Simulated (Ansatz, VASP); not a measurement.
## Two plane-wave programs on BaS

INCAR

```
SYSTEM = BaS
PREC = Accurate
ENCUT = 500
EDIFF = 1E-6
ISMEAR = 0
SIGMA = 0.1
LREAL = .False.
LASPH = .True.
NELM = 120
ALGO = Normal
ISIF = 2
LWAVE = .False.
LCHARG = .False.
GGA = PE
NBANDS = 15
GGA_COMPAT = .False.
```

KPOINTS

```
Automatic mesh
0
Gamma
  6 6 6
  0 0 0
```

The input POSCAR:

```
BaS
1.0
    0.0000000000      2.9146272918      2.9146272918
    2.9146272918      0.0000000000      2.9146272918
    2.9146272918      2.9146272918      0.0000000000
Ba S
1 1
Direct
    0.0000000000      0.0000000000      0.0000000000
    0.5000000000      0.5000000000      0.5000000000
```

Input for Ansatz:

```yaml
crystal:
  lattice:
    - [0.0, 2.9146272918, 2.9146272918]
    - [2.9146272918, 0.0, 2.9146272918]
    - [2.9146272918, 2.9146272918, 0.0]
  atoms:
    - { symbol: Ba, position: [0.0, 0.0, 0.0] }
    - { symbol: S, position: [0.5, 0.5, 0.5] }
basis:
  ecutwfc: 420
kpoints:
  mp_grid: { grid: [6, 6, 6] }
hamiltonian:
  xc: pbe
scf:
  occupations: { method: gaussian, width: 0.1 }
output:
  forces: true
  stress: true
  eigenvalues: true
```

Alike in both runs: task single point; functional PBE; k mesh 6 × 6 × 6; occupations gaussian, width 0.1 eV; no spin polarisation.

|  | VASP | Ansatz |
| --- | --- | --- |
| version | VASP 6.6.1 | Ansatz 0.2.0 |
| potentials or method | VASP PAW PBE potentials, release 64 (Ba_sv, S), cutoff 500 eV | scalar-relativistic, plane waves, PAW |
| valence electrons in the cell | 16 | 16 |

```csv
,VASP,Ansatz,Ansatz less VASP
gap on the k mesh at the Fermi level (eV),1.25,1.32,+0.073
least direct gap on the mesh (eV),1.25,1.32,+0.073
pressure (GPa),25.2,23.5,-1.65
```

With one functional, cell and mesh, what is left measures potentials, basis and numerics.

Spin-orbit coupling is off throughout.
